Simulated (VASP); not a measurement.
# As (P6/mmm) in VASP: notebook

The runs below take As through single point, with revPBE.

All numbers are computed with VASP 6.6.1; they aren't measurements. Logs are shortened: lines on timing, memory, paths and dates and some standing lists are left out, and cuts for length are marked.

### 1 The cell of the first run

Symmetry: P6/mmm, No. 191, hexagonal system. The conventional cell has a = 5.001 Å, b = 5.001 Å, c = 2.916 Å, α = 90.00°, β = 90.00°, γ = 120.00°. As (site symmetry 6/mmm) has 14 As at 2.92 to 3.23 Å within 3.8 Å. As (site symmetry -6m2) has 11 As at 2.89 to 3.23 Å within 3.8 Å.

This isn't the form of As at room conditions, which is rhombohedral.

### 2 Single point, revPBE (21.05 Å³/atom)

Input file INCAR:

```
ALGO = Normal ; EDIFF = 1E-7
ENCUT = 520 ; GGA = RE
ISIF = 2 ; ISMEAR = -1
LASPH = T ; LCHARG = F
LREAL = F ; LWAVE = F
NBANDS = 14 ; NELM = 100
PREC = Accurate ; SIGMA = 0.1
```

Input file KPOINTS:

```
k-points
0
Gamma
  9 9 12
```

Input file POSCAR:

```
As
1.0
    5.0007838257      0.0000000000      0.0000000000
   -2.5003919129      4.3308058319      0.0000000000
    0.0000000000      0.0000000000      2.9157442071
As
3
Direct
    1.0000000000      1.0000000000      0.0000000000
    0.3333333333      0.6666666667      0.5000000000
    0.6666666667      0.3333333333      0.5000000000
```

Potentials or basis: VASP PAW PBE potentials, release 64 (As).

The run is started by

```console
cat potpaw_PBE.64/As/POTCAR > POTCAR
mpirun -np 1 vasp_std > vasp.out
```

OUTCAR:

```text
EDIFF = 1E-7
   ENCUT = 520
   GGA = RE
   ISIF = 2
   ISMEAR = -1
   LASPH = T
   LREAL = F
   NELM = 100
   PREC = Accurate

 ion  position               nearest neighbor table
   1  0.000  0.000  0.000-
   2  0.333  0.667  0.500-   3 2.89   3 2.89   3 2.89
   3  0.667  0.333  0.500-   2 2.89   2 2.89   2 2.89

  LATTYP: Found a hexagonal cell.
 ALAT       =     5.0007838257
 C/A-ratio  =     0.5830574383

  Lattice vectors:

 A1 = (   5.0007838257,   0.0000000000,   0.0000000000)
 A2 = (  -2.5003919129,   4.3308058319,   0.0000000000)
 A3 = (   0.0000000000,   0.0000000000,   2.9157442071)

Analysis of symmetry for initial positions (statically):
=====================================================================
 Subroutine PRICEL returns:
 Original cell was already a primitive cell.

 Routine SETGRP: Setting up the symmetry group for a
 hexagonal supercell.

 Subroutine GETGRP returns: Found 24 space group operations
 (whereof 24 operations were pure point group operations)
 out of a pool of 24 trial point group operations.

The static configuration has the point symmetry D_6h.

Analysis of symmetry for dynamics (positions and initial velocities):
=====================================================================
 Subroutine PRICEL returns:
 Original cell was already a primitive cell.

 Routine SETGRP: Setting up the symmetry group for a
 hexagonal supercell.

 Subroutine GETGRP returns: Found 24 space group operations
 (whereof 24 operations were pure point group operations)
 out of a pool of 24 trial point group operations.

The dynamic configuration has the point symmetry D_6h.

 Subroutine INISYM returns: Found 24 space group operations
 (whereof 24 operations are pure point group operations),
 and found     1 'primitive' translations

----------------------------------------------------------------------------------------

                                     Primitive cell

  volume of cell :      63.1475

  direct lattice vectors                    reciprocal lattice vectors
     5.000783826  0.000000000  0.000000000     0.199968652  0.115451955  0.000000000
    -2.500391913  4.330805832  0.000000000     0.000000000  0.230903910  0.000000000
     0.000000000  0.000000000  2.915744207     0.000000000  0.000000000  0.342965613

  length of vectors
     5.000783826  5.000783826  2.915744207     0.230903910  0.230903910  0.342965613

  position of ions in fractional coordinates (direct lattice)
     0.000000000  0.000000000  0.000000000
     0.333333333  0.666666667  0.500000000
     0.666666667  0.333333333  0.500000000

  ion indices of the primitive-cell ions
   primitive index   ion index
                 1           1
                 2           2
                 3           3

----------------------------------------------------------------------------------------

 KPOINTS: k-points

Automatic generation of k-mesh.
 Grid dimensions read from file:
 generate k-points for:    9    9   12

 Generating k-lattice:

  Cartesian coordinates                     Fractional coordinates (reciprocal lattice)
     0.022218739  0.012827995  0.000000000     0.111111111  0.000000000  0.000000000
     0.000000000  0.025655990  0.000000000     0.000000000  0.111111111  0.000000000
     0.000000000  0.000000000  0.028580468     0.000000000  0.000000000  0.083333333

  Length of vectors
     0.025655990  0.025655990  0.028580468

  Shift w.r.t. Gamma in fractional coordinates (k-lattice)
     0.000000000  0.000000000  0.000000000

 Subroutine IBZKPT returns following result:
 ===========================================

 Found     84 irreducible k-points:

 Following reciprocal coordinates:
            Coordinates               Weight
  0.000000  0.000000  0.000000      1.000000
  0.111111  0.000000  0.000000      6.000000
  0.222222  0.000000  0.000000      6.000000
  0.333333  0.000000  0.000000      6.000000
  0.444444  0.000000  0.000000      6.000000
  0.111111  0.111111  0.000000      6.000000
[... 16 lines left out ...]
  0.333333  0.222222  0.083333     24.000000
  0.333333  0.333333  0.083333      4.000000
 [... further k-points ...]
   k-points           NKPTS =     84   k-points in BZ     NKDIM =     84   number of bands    NBANDS=     14
   number of dos      NEDOS =    301   number of ions     NIONS =      3
   total plane-waves  NPLWV =  38400
   dimension x,y,z NGX =    40 NGY =   40 NGZ =   24
   dimension x,y,z NGXF=    80 NGYF=   80 NGZF=   48
   ions per type =               3
   NGX,Y,Z   is equivalent  to a cutoff of  13.30, 13.30, 13.68 a.u.
   NGXF,Y,Z  is equivalent  to a cutoff of  26.60, 26.60, 27.37 a.u.
 SYSTEM =  unknown system
   PREC   = accura    normal or accurate (medium, high low for compatibility)
   ISTART =      0    job   : 0-new  1-cont  2-samecut
   ICHARG =      2    charge: 1-file 2-atom 10-const
   ISPIN  =      1    spin polarized calculation?
   LNONCOLLINEAR =      F non collinear calculations
   LSORBIT =      F    spin-orbit coupling
   LASPH  =      T    aspherical Exc in radial PAW
   ENCUT  =  520.0 eV  38.22 Ry    6.18 a.u.   9.30  9.30  5.42*2*pi/ulx,y,z
   NELM   =    100;   NELMIN=  2; NELMDL= -5     # of ELM steps
   EDIFF  = 0.1E-06   stopping-criterion for ELM
   LREAL  =      F    real-space projection
   EDIFFG = 0.1E-05   stopping-criterion for IOM
   NSW    =      0    number of steps for IOM
   IBRION =     -1    ionic relax: 0-MD 1-quasi-New 2-CG
   NFREE  =      0    steps in history (QN), initial steepest desc. (CG)
   ISIF   =      2    stress and relaxation
   ISYM   =      2    0-nonsym 1-usesym 2-fastsym
   POTIM  = 0.5000    time-step for ionic-motion
   TEBEG  =    0.0;   TEEND  =   0.0 temperature during run
   PSTRESS=    0.0 pullay stress
   NELECT =      15.0000    total number of electrons
   NUPDOWN=      -1.0000    fix difference up-down
   EMIN   =  10.00;   EMAX   =-10.00  energy-range for DOS
   EFERMI =   0.00;   METHOD = LEGACY
   ISMEAR =    -1;   SIGMA  =   0.10  broadening in eV -4-tet -1-fermi 0-gaus
   EFERMI_NEDOS =   21; number of points for ismear=-14 and -15
   IALGO  =     38    algorithm
   IMIX   =      4    mixing-type and parameters
     AMIX     =   0.40;   BMIX     =  1.00
     AMIX_MAG =   1.60;   BMIX_MAG =  1.00
  volume/ion in A,a.u.               =      21.05       142.05
  Fermi-wavevector in a.u.,A,eV,Ry     =   1.013880  1.915955 13.986142  1.027952
  Thomas-Fermi vector in A             =   2.147075
   LORBIT       =      0    0 simple, 1 ext, 2 COOP (PROOUT), +10 PAW based schemes
   GGA     = RE    functional components
   LHFCALC =     F    Hartree Fock is set to
   AEXX    =    0.0000 exact exchange contribution
   IVDW    =     0    specifies the selected vdW correction
   LEPSILON=     F    determine dielectric tensor
   LRPA    =     F    only Hartree local field effects (RPA)
 non-spin polarized calculation
  energy-cutoff  :      520.00
  volume of cell :       63.15
 maximum number of plane-waves:      1720
 NGX is ok and might be reduce to    40
   NGX = 19   NGY = 19   NGZ = 11

 number of electron      15.0000000 magnetization

 Free energy of the ion-electron system (eV)
  ---------------------------------------------------
  ext. energy  EPLUGINS =         0.00000000
  ---------------------------------------------------
  free energy    TOTEN  =       -11.62569853 eV

  energy without entropy =      -11.56800816  energy(sigma->0) =      -11.59685334

 E-fermi :   5.4140     XC(G=0): -10.2962

 val. band max:        5.4095834493   @ k =   0.4444   0.1111   0.4167
 cond. band min:       5.4268364237   @ k =   0.2222   0.2222   0.0833
 fundamental gap:      0.0172529744
 Fermi energy:         5.4140079871

 k-point     1 :       0.0000    0.0000    0.0000
  band No.  band energies     occupation
      1      -8.8028      2.00000
      2      -4.2760      2.00000
      3      -4.0718      2.00000
      4       1.3025      2.00000
      5       1.3025      2.00000
      6       1.5817      2.00000
      7       1.5817      2.00000
      8       7.6912      0.00000
      9      10.3446      0.00000
     10      10.3446      0.00000
     11      11.1494      0.00000
     12      11.1528      0.00000
     13      12.4791      0.00000
     14      17.2296      0.00000

 k-point     2 :       0.1111    0.0000    0.0000
  band No.  band energies     occupation
      1      -8.7136      2.00000
      2      -4.4402      2.00000
      3      -4.2566      2.00000
      4       0.6843      2.00000
      5       0.9843      2.00000
      6       2.3712      2.00000
      7       2.5868      2.00000
      8       7.7725      0.00000
      9       9.6884      0.00000
     10      10.1540      0.00000
     11      11.0378      0.00000
     12      11.0704      0.00000
     13      12.5790      0.00000
     14      17.1943      0.00000

 k-point     3 :       0.2222    0.0000    0.0000
  band No.  band energies     occupation
      1      -8.4474      2.00000
      2      -5.0117      2.00000
      3      -4.5638      2.00000
      4       0.1240      2.00000
      5       1.3073      2.00000
      6       3.4400      2.00000
      7       4.1316      1.99999
      8       8.0129      0.00000
      9       8.2288      0.00000
     10       9.5577      0.00000
     11      10.6805      0.00000
     12      10.9035      0.00000
     13      12.8690      0.00000
     14      16.1347      0.00000
[... 324 lines left out ...]
 k-point    23 :       0.3333    0.2222    0.0833
  band No.  band energies     occupation
      1      -7.0541      2.00000
      2      -6.3322      2.00000
      3      -5.6962      2.00000
      4       1.0295      2.00000
      5       2.3951      2.00000
      6       3.8655      2.00000
      7       7.0116      0.00000
      8       7.3638      0.00000
      9       8.2214      0.00000
     10       8.3505      0.00000
     11       8.8509      0.00000
     12       9.2262      0.00000
     13      13.4065      0.00000
     14      14.1841      0.00000

 k-point    24 :       0.3333    0.3333    0.0833
  band No.  band energies     occupation
      1      -6.4475      2.00000
      2      -6.4475      2.00000
      3      -6.3456      2.00000
      4       2.0522      2.00000
      5       2.4960      2.00000
      6       2.4960      2.00000
      7       7.5508      0.00000
      8       7.5508      0.00000
      9       8.5193      0.00000
     10       8.5745      0.00000
     11       8.9358      0.00000
     12       8.9358      0.00000
     13      13.4082      0.00000
     14      13.6005      0.00000

 [... further k-points ...]

------------------------ aborting loop because EDIFF is reached ----------------------------------------

  FORCE on cell =-STRESS in cart. coord.  units (eV):
  Direction    XX          YY          ZZ          XY          YZ          ZX
  --------------------------------------------------------------------------------------
  -------------------------------------------------------------------------------------
  Total       -1.9010167     -1.9010167     -1.8505054      0.0000000      0.0000000      0.0000000
  in kB      -48.2325587    -48.2325587    -46.9509859      0.0000000      0.0000000      0.0000000
  external PRESSURE =     -47.8053678 kB  Pullay stress =       0.0000000 kB

 VOLUME and BASIS-vectors are now :
 -----------------------------------------------------------------------------
  energy-cutoff  :      520.00
  volume of cell :       63.15
      direct lattice vectors                 reciprocal lattice vectors
     5.000783826  0.000000000  0.000000000     0.199968652  0.115451955  0.000000000
    -2.500391913  4.330805832  0.000000000     0.000000000  0.230903910  0.000000000
     0.000000000  0.000000000  2.915744207     0.000000000  0.000000000  0.342965613

 POSITION                                       TOTAL-FORCE (eV/Angst)
 -----------------------------------------------------------------------------------
      0.00000      0.00000      0.00000        -0.000000      0.000000     -0.000000
     -0.00000      2.88720      1.45787        -0.000000      0.000000     -0.000000
      2.50039      1.44360      1.45787         0.000000      0.000000      0.000000
 -----------------------------------------------------------------------------------
    total drift:                                0.000000     -0.000000      0.000000

  FREE ENERGIE OF THE ION-ELECTRON SYSTEM (eV)
  ---------------------------------------------------
  free  energy   TOTEN  =       -11.6256985288 eV

  energy  without entropy=      -11.5680081555  energy(sigma->0) =      -11.59685334
```

Run time: 69 s. Hardware: 1 thread of Intel Xeon 8259CL, shared host; peak memory 0.22 GiB.

Results:

```
Free energy            : -11.6257 eV
Pressure               : -4.8 GPa
Band gap on the k mesh : zero (an odd number of electrons rules out a gap without spin polarisation)
```

Stress tensor (GPa, compression positive):
```
-4.82  0.00  0.00
 0.00 -4.82  0.00
 0.00  0.00 -4.70
```

Levels at points of the mesh, in eV from the Fermi level:
| k point | band 4 | band 5 | band 6 | band 7 | band 8 | band 9 | band 10 | band 11 | band 12 | band 13 |
| --- | --- | --- | --- | --- | --- | --- | --- | --- | --- | --- |
| (0.00, 0.00, 0.00) | -4.11 | -4.11 | -3.83 | -3.83 | 2.28 | 4.93 | 4.93 | 5.74 | 5.74 | 7.07 |
| (0.00, 0.00, 0.50) | -4.03 | -3.12 | -2.25 | -2.01 | -2.01 | -0.35 | -0.35 | 0.80 | 0.80 | 4.29 |

Caveat: the cell stands under tension; the PAW data sets were made with another functional, which shifts forces and pressure a little.

[end of part 1 of 2]
